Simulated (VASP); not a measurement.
# Be2SbCl (Cmmm) in VASP: a series of runs, part 2 of 2

VASP 6.6.1. The steps go on from the part before.

### Step 5. Relaxation of cell and atoms, PBE

This run uses another cell than the first one, of 21.06 Å³/atom.

Input file INCAR:

```
SYSTEM = Be2SbCl
PREC     = Accurate       ! precision mode
ENCUT    = 600            ! plane-wave cutoff, eV
EDIFF    = 1E-6           ! SCF threshold, eV
ISMEAR   = 0              ! smearing method
SIGMA    = 0.1            ! smearing width, eV
LREAL    = .FALSE.        ! projectors in reciprocal space
LASPH    = .TRUE.         ! aspherical terms in the spheres
NELM     = 100            ! most SCF steps
ALGO     = Normal         ! electronic algorithm
ISIF     = 3              ! what is computed and relaxed
LWAVE    = .FALSE.        ! write WAVECAR
LCHARG   = .FALSE.        ! write CHGCAR
GGA      = PE             ! functional
IBRION   = 2              ! ionic algorithm
NSW      = 90             ! ionic steps
EDIFFG   = -0.04          ! ionic threshold
```

Input file KPOINTS:

```
regular mesh
0
G
  4 4 4
  0 0 0
```

Input file POSCAR:

```
Be2SbCl
1.0
    2.5653065000     -2.9603809700      0.0000000000
    2.5653065000      2.9603809700      0.0000000000
    0.0000000000      0.0000000000      5.5457131600
Be Sb Cl
2 1 1
Direct
    0.5000000000      0.5000000000      0.6693940600
    0.5000000000      0.5000000000      0.3306059400
    0.5000000000      0.5000000000      0.0000000000
    0.0000000000      0.0000000000      0.5000000000
```

Potentials or basis: VASP PAW PBE potentials, release 64 (Be, Sb, Cl).

Run with:

```sh
cat potpaw_PBE.64/Be/POTCAR potpaw_PBE.64/Sb/POTCAR potpaw_PBE.64/Cl/POTCAR > POTCAR
mpirun -np 1 vasp_std > vasp.out
```

OUTCAR:

```text
SYSTEM = Be2SbCl
   PREC = Accurate
   ENCUT = 600
   EDIFF = 1E-6
   ISMEAR = 0
   LREAL = .FALSE.
   LASPH = .TRUE.
   NELM = 100
   ISIF = 3
   GGA = PE
   IBRION = 2
   NSW = 90
   EDIFFG = -0.04

 ion  position               nearest neighbor table
   1  0.500  0.500  0.669-   3 1.83   2 1.88
   2  0.500  0.500  0.331-   3 1.83   1 1.88
   3  0.500  0.500  0.000-   1 1.83   2 1.83
   4  0.000  0.000  0.500-

  LATTYP: Found a base centered orthorhombic cell.
 ALAT       =     5.1306130000
 B/A-ratio  =     1.1540067317
 C/A-ratio  =     1.0809065427

  Lattice vectors:

 A1 = (   2.5653065000,  -2.9603809700,   0.0000000000)
 A2 = (   2.5653065000,   2.9603809700,   0.0000000000)
 A3 = (   0.0000000000,   0.0000000000,   5.5457131600)

Analysis of symmetry for initial positions (statically):
=====================================================================
 Subroutine PRICEL returns:
 Original cell was already a primitive cell.

 Routine SETGRP: Setting up the symmetry group for a
 base centered orthorhombic supercell.

[... 170 lines left out ...]

  FORCE on cell =-STRESS in cart. coord.  units (eV):
  Direction    XX          YY          ZZ          XY          YZ          ZX
  --------------------------------------------------------------------------------------
  -------------------------------------------------------------------------------------
  Total       -4.3315238     -2.5011622     40.1778333     -0.0000000      0.0000000      0.0000000
  in kB      -82.3904783    -47.5749328    764.2277977     -0.0000000      0.0000000      0.0000000
  external PRESSURE =     211.4207955 kB  Pullay stress =       0.0000000 kB
[... 95 lines left out ...]
  FREE ENERGIE OF THE ION-ELECTRON SYSTEM (eV)
  ---------------------------------------------------
  free  energy   TOTEN  =        -9.1761084196 eV

  energy  without entropy=       -9.1688739689  energy(sigma->0) =       -9.17249119

[... ionic steps 4 to 13 ...]

--------------------------------------- Ionic step       14  -------------------------------------------

 number of electron      16.0000000 magnetization

------------------------ aborting loop because EDIFF is reached ----------------------------------------
[... 71 lines left out ...]
--------------------------------------- Ionic step       16  -------------------------------------------

 number of electron      16.0000000 magnetization

 Free energy of the ion-electron system (eV)
  ---------------------------------------------------
  ext. energy  EPLUGINS =         0.00000000
  ---------------------------------------------------
  free energy    TOTEN  =       -11.54514335 eV

  energy without entropy =      -11.53377511  energy(sigma->0) =      -11.53945923

 E-fermi :   4.5028     XC(G=0):  -9.0373

 val. band max:        4.4705355971   @ k =   0.5000   0.2500   0.5000
 cond. band min:       4.5125458383   @ k =  -0.2500   0.2500   0.0000
 fundamental gap:      0.0420102413
 Fermi energy:         4.5028319233

 k-point     1 :       0.0000    0.0000    0.0000
  band No.  band energies     occupation
      1     -12.5537      2.00000
      2      -5.5294      2.00000
      3      -1.8989      2.00000
      4      -0.5291      2.00000
      5       0.4857      2.00000
      6       1.8598      2.00000
      7       2.3798      2.00000
      8       6.8088      0.00000
      9       6.9629      0.00000
     10       7.3399      0.00000
     11       9.1874      0.00000
     12      10.3535      0.00000
[... 329 lines left out ...]
  FREE ENERGIE OF THE ION-ELECTRON SYSTEM (eV)
  ---------------------------------------------------
  free  energy   TOTEN  =       -11.5451433480 eV

  energy  without entropy=      -11.5337751058  energy(sigma->0) =      -11.53945923

 reached required accuracy - stopping structural energy minimisation
```

CONTCAR:

```text
Be2SbCl
   1.00000000000000
     2.3227817911180995   -2.6224738603664242    0.0000000000000000
     2.3227817911180995    2.6224738603664242    0.0000000000000000
     0.0000000000000000    0.0000000000000000    6.6623744638203313
  Be              Sb              Cl
     2     1     1
Direct
     0.5000000000000000    0.5000000000000000    0.6519221799539568
     0.5000000000000000    0.5000000000000000    0.3480778200460432
     0.5000000000000000    0.5000000000000000    0.0000000000000000
     0.0000000000000000    0.0000000000000000    0.5000000000000000

  0.00000000E+00  0.00000000E+00  0.00000000E+00
  0.00000000E+00  0.00000000E+00  0.00000000E+00
  0.00000000E+00  0.00000000E+00  0.00000000E+00
  0.00000000E+00  0.00000000E+00  0.00000000E+00
```

Wall time 2.3 min (1 thread of Intel Xeon 6975P-C (Granite Rapids), shared host); peak memory 0.24 GiB.

What came out:

```yaml
Free_energy: -11.5451 eV
Relaxed_volume: 20.29 Å³/atom
Relaxed_cell: a = 3.503 Å, b = 3.503 Å, c = 6.662 Å, α = 90.00°, β = 90.00°, γ = 96.94°
Space_group_after_relaxing_to_0.1_Å: Cmmm (No. 65)
Energy_gained_by_relaxing: 1029.9 meV/atom
Ionic_steps: 16
Pressure_after_relaxing: 0.0 GPa
Largest_force_after_relaxing: 0.032 eV/Å
Band_gap_on_the_k_mesh: zero (bands 8 and 9 overlap by 3.80 eV)
```

Forces on the atoms (eV/Å):
```
Be   0.000  0.000  0.032
Be   0.000  0.000 -0.032
Sb   0.000  0.000  0.000
Cl   0.000  0.000  0.000
```

Step by step:
```csv
step,energy change (eV),largest force (eV/Å),pressure (GPa),volume (Å³)
1,0.0000,7.6856,21.14,84.23
2,-1.1471,5.5776,-2.35,114.94
3,-1.7505,5.2464,-2.86,110.86
4,-2.2850,4.9474,-3.06,107.13
5,-3.2599,4.1985,-0.94,96.10
6,-3.7397,0.3004,-5.83,97.31
7,-3.8466,0.4616,-4.89,97.02
8,-3.8468,0.5258,-4.81,97.00
9,-4.0456,0.0021,-2.29,89.07
10,-4.0745,0.2447,-0.72,85.47
11,-4.0749,0.2772,-0.51,85.04
12,-4.1039,0.1271,-0.26,82.94
13,-4.1065,0.0738,-0.13,82.15
14,-4.1113,0.0123,0.01,81.75
15,-4.1162,0.1185,0.31,80.94
16,-4.1195,0.0319,-0.04,81.17
```

Final structure:
```
Be Sb Cl
1.0
     2.32278   -2.62247    0.00000
     2.32278    2.62247    0.00000
     0.00000    0.00000    6.66237
Be Sb Cl
2 1 1
Cartesian
  2.3228 0.0000 4.3433
  2.3228 0.0000 2.3190
  2.3228 0.0000 0.0000
  0.0000 0.0000 3.3312
```

Levels at points of the mesh, in eV from the Fermi level:
| k point | band 6 | band 7 | band 8 | band 9 | band 10 | band 11 |
| --- | --- | --- | --- | --- | --- | --- |
| (0.00, 0.00, 0.00) | -2.64 | -2.12 | 2.31 | 2.46 | 2.84 | 4.68 |
| (0.50, 0.00, 0.00) | -3.63 | -3.24 | 1.61 | 2.03 | 2.53 | 3.29 |
| (0.50, 0.50, 0.00) | -2.41 | -2.36 | -2.15 | -1.27 | 1.25 | 1.79 |
| (0.00, 0.00, 0.50) | -4.01 | -1.53 | 1.94 | 2.48 | 2.79 | 4.65 |
| (0.50, 0.00, 0.50) | -2.91 | -2.55 | 0.58 | 1.71 | 2.08 | 3.01 |
| (0.50, 0.50, 0.50) | -3.19 | -2.53 | -1.67 | -1.43 | 3.17 | 3.22 |

Caveat: the k points lie up to 0.45 Å⁻¹ apart in the final cell, too coarse for converged energies and pressures of a metal; a cell axis changed by over 15 % at a fixed basis, so the end point is rough; spin-orbit coupling is left out, which moves the levels of the heavy elements.

### Step 6. The runs side by side

```tsv
task	cell	k mesh	cutoff (eV)	gap on the mesh (eV)	pressure (GPa)	largest force (eV/Å)
single point	a = 3.495, b = 3.495, c = 6.650 Å, angles 90.0, 90.0, 96.3°, 4 atoms, atomic positions A	4 × 4 × 4	520	none	0.1	0.03
single point	a = 3.917, b = 3.917, c = 5.546 Å, angles 90.0, 90.0, 98.2°, 4 atoms, atomic positions B	4 × 4 × 4	520	none	21.1	7.69
single point	a = 3.509, b = 3.509, c = 6.668 Å, angles 90.0, 90.0, 96.1°, 4 atoms, atomic positions C	6 × 6 × 4	520	none	0.1	0.04
relaxation of cell and atoms	relaxed from a = 3.917, b = 3.917, c = 5.546 Å, angles 90.0, 90.0, 98.2°, 4 atoms, atomic positions B	4 × 4 × 4	600	none	0.0	0.03
```

Alike in all rows: level PBE; potentials or basis VASP PAW PBE potentials, release 64 (Be, Sb, Cl); no spin polarisation; smearing gaussian 0.1 eV.

Caveats: some runs use coarse meshes; spin-orbit coupling is left out, which moves the levels of the heavy elements; forces of over 1 eV/Å act on the atoms, so gaps and moduli don't describe the material at rest (at least some runs); a cell axis changed by over 15 % at a fixed basis, so the end point is rough (at least some runs).

Total energies depend on the potentials used, so only differences within one code and one set of settings carry meaning.
